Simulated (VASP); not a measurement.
Wanted: the native input for a VASP 6.6.1 run.

```yaml
Task: single point
Functional: revPBE
Dispersion: D4
Potentials_or_basis: VASP PAW PBE potentials, release 64 (Sn_d, Se)
Cutoff: 520 eV
k_mesh: 8 × 8 × 5
Occupations: fermi-dirac, width 0.05 eV
Spin: no spin polarisation
Dipole_correction: no
Further_INCAR_settings: ALGO = Normal; EDIFF = 1e-07; NBANDS = 20
```

The structure of SnSe2 lies in POSCAR:

```
SnSe2
1.0
    3.8265602395      0.0000000000      0.0000000000
   -1.9132801197      3.3138983765      0.0000000000
    0.0000000000      0.0000000000      5.9014259649
Sn Se
1 2
Direct
    0.0000000000      0.0000000000      0.0000000000
    0.6666666667      0.3333333333      0.7299054119
    0.3333333333      0.6666666667      0.2700945881
```

One way to write it, as run:

INCAR

```
SYSTEM = SnSe2
PREC = Accurate
ENCUT = 520
EDIFF = 1E-7
ISMEAR = -1
SIGMA = 0.05
LREAL = .False.
LASPH = .True.
NELM = 100
ALGO = Normal
ISIF = 2
LWAVE = .False.
LCHARG = .False.
GGA = RE
IVDW = 13
NBANDS = 20
```

KPOINTS

```
Automatic mesh
0
Gamma
  8 8 5
  0 0 0
```

Potentials or basis: VASP PAW PBE potentials, release 64 (Sn_d, Se).

Launch:

```sh
$ cat potpaw_PBE.64/Sn_d/POTCAR potpaw_PBE.64/Se/POTCAR > POTCAR
$ mpirun -np 1 vasp_std > vasp.out
```

Results of the run:

```
Pressure                   : 0.1 GPa
Largest force              : 0.016 eV/Å
Band gap on the k mesh     : 0.45 eV (least direct gap 0.84 eV)
Dispersion energy per atom : -0.692 eV
```

Caveat: the PAW data sets were made with another functional, which shifts forces and pressure a little; spin-orbit coupling is left out, which moves the levels of the heavy elements; an odd mesh through Γ misses points on the zone boundary, where band edges can lie.

Run time: 33 s on 1 thread of Intel(R) Xeon(R) 6975P-C (Granite Rapids) (shared host), peak memory 0.22 GiB.
